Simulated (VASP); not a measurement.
# Se (P3_121) in VASP: notebook, part 2 of 2

VASP 6.6.1. The steps go on from the part before.

## (3) Single point, PBE

INCAR reads:

```
ALGO = Normal
EDIFF = 1E-6
ENCUT = 520
GGA = PE
ISIF = 2
ISMEAR = -1
LASPH = T
LCHARG = F
LREAL = F
LWAVE = F
NBANDS = 16
NELM = 80
PREC = Accurate
SIGMA = 0.05
```

KPOINTS reads:

```
k-points
0
Gamma
  5 5 4
```

POSCAR reads:

```
Se
1.0
    4.5203796332      0.0000000000      0.0000000000
   -2.2601898166      3.9147635971      0.0000000000
    0.0000000000      0.0000000000      5.0453124951
Se
3
Direct
    0.2189274285      0.0000000000      0.3333333333
    1.0000000000      0.2189274285      0.6666666667
    0.7810725715      0.7810725715      0.0000000000
```

Potentials or basis: VASP PAW PBE potentials, release 64 (Se).

On the command line:

```bash
$ cat potpaw_PBE.64/Se/POTCAR > POTCAR
$ mpirun -np 1 vasp_std > vasp.out
```

OUTCAR:

```text
EDIFF = 1E-6
   ENCUT = 520
   GGA = PE
   ISIF = 2
   ISMEAR = -1
   LASPH = T
   LREAL = F
   NELM = 80
   PREC = Accurate

 ion  position               nearest neighbor table
   1  0.219  0.000  0.333-   3 2.40   2 2.40
   2  0.000  0.219  0.667-   3 2.40   1 2.40
   3  0.781  0.781  0.000-   2 2.40   1 2.40

  LATTYP: Found a hexagonal cell.
 ALAT       =     4.5203796332
 C/A-ratio  =     1.1161258355

  Lattice vectors:

 A1 = (   4.5203796332,   0.0000000000,   0.0000000000)
 A2 = (  -2.2601898166,   3.9147635971,   0.0000000000)
 A3 = (   0.0000000000,   0.0000000000,   5.0453124951)

Analysis of symmetry for initial positions (statically):
=====================================================================
 Subroutine PRICEL returns:
 Original cell was already a primitive cell.

 Routine SETGRP: Setting up the symmetry group for a
 hexagonal supercell.

 Subroutine GETGRP returns: Found  6 space group operations
 (whereof  2 operations were pure point group operations)
 out of a pool of 24 trial point group operations.
[... 156 lines left out ...]

  energy without entropy =      -10.50912379  energy(sigma->0) =      -10.50912399

 E-fermi :   2.4427     XC(G=0):  -8.4306

 val. band max:        1.7928905455   @ k =   0.4000   0.2000   0.5000
 cond. band min:       3.0937848688   @ k =   0.4000   0.2000   0.5000
 fundamental gap:      1.3008943233
 Fermi energy:         2.4427454633

 k-point     1 :       0.0000    0.0000    0.0000
  band No.  band energies     occupation
      1     -13.5353      2.00000
      2      -9.7179      2.00000
      3      -9.7179      2.00000
      4      -1.8823      2.00000
      5      -1.8823      2.00000
      6      -1.5820      2.00000
[... 300 lines left out ...]
      3      -8.5398      2.00000
      4      -3.5358      2.00000
      5      -2.5468      2.00000
      6      -2.4640      2.00000
[... 8 lines left out ...]
     15      10.4830      0.00000
     16      10.7173      0.00000

------------------------ aborting loop because EDIFF is reached ----------------------------------------

  FORCE on cell =-STRESS in cart. coord.  units (eV):
  Direction    XX          YY          ZZ          XY          YZ          ZX
  --------------------------------------------------------------------------------------
  -------------------------------------------------------------------------------------
  Total        0.0439007      0.0439007      0.0720020      0.0000000     -0.0000000     -0.0000000
  in kB        0.7877950      0.7877950      1.2920710      0.0000000     -0.0000000     -0.0000000
  external PRESSURE =       0.9558870 kB  Pullay stress =       0.0000000 kB

 VOLUME and BASIS-vectors are now :
 -----------------------------------------------------------------------------
  energy-cutoff  :      520.00
  volume of cell :       89.28
      direct lattice vectors                 reciprocal lattice vectors
     4.520379633  0.000000000  0.000000000     0.221220358  0.127721633  0.000000000
    -2.260189817  3.914763597  0.000000000     0.000000000  0.255443266  0.000000000
     0.000000000  0.000000000  5.045312495     0.000000000  0.000000000  0.198203778

 POSITION                                       TOTAL-FORCE (eV/Angst)
 -----------------------------------------------------------------------------------
      0.98964      0.00000      1.68177         0.026757      0.000000      0.000000
     -0.49482      0.85705      3.36354        -0.013379      0.023172     -0.000000
      1.76537      3.05771      0.00000        -0.013379     -0.023172     -0.000000
 -----------------------------------------------------------------------------------
    total drift:                                0.000000      0.000001     -0.000000

  FREE ENERGIE OF THE ION-ELECTRON SYSTEM (eV)
  ---------------------------------------------------
  free  energy   TOTEN  =       -10.5091241949 eV

  energy  without entropy=      -10.5091237925  energy(sigma->0) =      -10.50912399
```

stdout:

```text
POSCAR found type information on POSCAR Se
 POSCAR found :  1 types and       3 ions
 scaLAPACK will be used
 LDA part: xc-table for (Slater+PW92), standard interpolation
 POSCAR, INCAR and KPOINTS ok, starting setup
 FFT: planning ... GRIDC
 FFT: planning ... GRID_SOFT
 FFT: planning ... GRID
 WAVECAR not read
 entering main loop
```

It took 54 s on 1 thread of AMD EPYC 7R13, shared host; peak memory 0.18 GiB.

Results:

```
Free energy            : -10.5091 eV
Pressure               : 0.1 GPa
Largest force          : 0.027 eV/Å
Band gap on the k mesh : 1.30 eV, direct
```

Forces in eV/Å, atoms in the order of the input:
```
Se   0.027  0.000  0.000
Se  -0.013  0.023  0.000
Se  -0.013 -0.023  0.000
```

## (4) Single point, PBE

INCAR reads:

```
ALGO = Normal ; EDIFF = 1E-6
ENCUT = 520 ; GGA = PE
ISIF = 2 ; ISMEAR = -1
LASPH = True ; LCHARG = True
LELF = True ; LREAL = False
LVHAR = True ; LWAVE = False
NBANDS = 16 ; NELM = 100
PREC = Accurate ; SIGMA = 0.05
```

KPOINTS reads:

```
k-points
0
Gamma
  7 7 5
```

POSCAR is that of step 3.

On the command line:

```bash
$ cat potpaw_PBE.64/Se/POTCAR > POTCAR
$ mpirun -np 1 vasp_std > vasp.out
```

Run time: 96 s. Hardware: 1 thread of AMD EPYC 7R13, shared host; peak memory 0.19 GiB.

The run converged. Its results:

```
Free energy            : -10.5113 eV
Pressure               : 0.1 GPa
Largest force          : 0.022 eV/Å
Band gap on the k mesh : 1.43 eV, indirect (least direct gap 1.55 eV)
```

Forces in eV/Å, atoms in the order of the input:
```
Se   0.022  0.000  0.000
Se  -0.011  0.019  0.000
Se  -0.011 -0.019  0.000
```

Levels at points of the mesh, in eV from the valence-band top:
```tsv
k point	band 5	band 6	band 7	band 8	band 9	band 10	band 11	band 12	band 13	band 14
(0.00, 0.00, 0.00)	-3.66	-3.36	-1.79	-1.79	-0.25	1.99	1.99	2.36	5.95	6.71
```

A k mesh can miss the band edges.

## (5) The runs side by side

| k mesh | gap on the mesh (eV) | pressure (GPa) | largest force (eV/Å) |
| --- | --- | --- | --- |
| 4 × 4 × 3 | 1.70 | 0.1 | - |
| 5 × 5 × 4 | 1.30 | 0.1 | 0.03 |
| 7 × 7 × 5 | 1.43 | 0.1 | 0.02 |

Alike in all rows: task single point; level PBE; potentials or basis VASP PAW PBE potentials, release 64 (Se); no spin polarisation; cell as given; cutoff (eV) 520; smearing fermi-dirac 0.05 eV.

On the cell as given the gap runs from 1.30 eV (PBE) to 1.70 eV (PBE); the meshes differ, which moves gaps too.

Total energies depend on the potentials used, so only differences within one code and one set of settings carry meaning.
